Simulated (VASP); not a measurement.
MgO, 4 atoms in the cell. Symmetry: P6_3/mmc, No. 194, hexagonal system. The conventional cell has a = 3.494 Å, b = 3.494 Å, c = 4.194 Å, α = 90.00°, β = 90.00°, γ = 120.00°. Within 2.7 Å of Mg (site symmetry -6m2) lie 5 O at 2.02 to 2.10 Å. O (site symmetry -6m2) has 5 Mg at 2.02 to 2.10 Å within 2.7 Å. 

```yaml
Program: VASP 6.6.1
Task: single point
Functional: PBEsol
Potentials_or_basis: VASP PAW PBE potentials, release 64 (Mg, O)
Cutoff: 520 eV
k_mesh: 12 × 12 × 6
Occupations: fermi-dirac, width 0.02 eV
Spin: no spin polarisation
Dipole_correction: no
Further_INCAR_settings: ALGO = Normal; EDIFF = 1e-07; NBANDS = 16
```

Potentials or basis: VASP PAW PBE potentials, release 64 (Mg, O).

Launch:

```bash
$ cat potpaw_PBE.64/Mg/POTCAR potpaw_PBE.64/O/POTCAR > POTCAR
$ mpirun -np 1 vasp_std > vasp.out
```

Hardware: 1 thread of AMD EPYC 9R45 96-Core Processor (Zen 5) (shared host).

How long does it take, and how much memory?

Run time: 24 s on 1 thread of AMD EPYC 9R45 96-Core Processor (Zen 5), on a shared host, peak memory 0.16 GiB. Counts: scf iterations 14, k points 76.
